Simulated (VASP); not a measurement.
Write the native input for VASP 6.6.1 that does the following.

| Property | Result |
| --- | --- |
| Task | single point |
| Functional | PBE |
| Potentials or basis | VASP PAW PBE potentials, release 64 (Cu) |
| Cutoff | 520 eV |
| k mesh | 19 × 19 × 19 |
| Occupations | fermi-dirac, width 0.08 eV |
| Spin | no spin polarisation |
| Dipole correction | no |
| Further INCAR settings | ALGO = Normal; EDIFF = 1e-06; NBANDS = 12 |

The structure of Cu lies in POSCAR:

```
Cu
1.0
    0.0361500000      1.8255750000      1.8255750000
    1.8255750000      0.0361500000      1.8255750000
    1.8255750000      1.8255750000      0.0361500000
Cu
1
Direct
    0.0000000000      0.0000000000      0.0000000000
```

This cell differs from its parent crystal: equal xy, yz and zx shear strains of +2 %.

The input as run:

INCAR

```
PREC     = Accurate       # precision mode
ENCUT    = 520            # plane-wave cutoff, eV
EDIFF    = 1E-6           # SCF threshold, eV
ISMEAR   = -1             # smearing method
SIGMA    = 0.08           # smearing width, eV
LREAL    = F              # projectors in reciprocal space
LASPH    = T              # aspherical terms in the spheres
NELM     = 60             # most SCF steps
ALGO     = Normal         # electronic algorithm
ISIF     = 2              # what is computed and relaxed
LWAVE    = F              # write WAVECAR
LCHARG   = T              # write CHGCAR
GGA      = PE             # functional
LELF     = T              # ELF
LVHAR    = T            
NBANDS   = 12             # bands
```

KPOINTS

```
regular mesh
0
Gamma
  19 19 19
```

Potentials or basis: VASP PAW PBE potentials, release 64 (Cu).

Launch:

```sh
$ cat potpaw_PBE.64/Cu/POTCAR > POTCAR
$ mpirun -np 1 vasp_std > vasp.out
```

Results of the run:

| Quantity | Value |
| --- | --- |
| Pressure | 2.5 GPa |

Caveat: the cell differs from its parent crystal (equal xy, yz and zx shear strains of +2 %).

Run time: 48 s on 1 thread of AMD EPYC 9R45 96-Core Processor (Zen 5), on a shared host, peak memory 0.17 GiB.
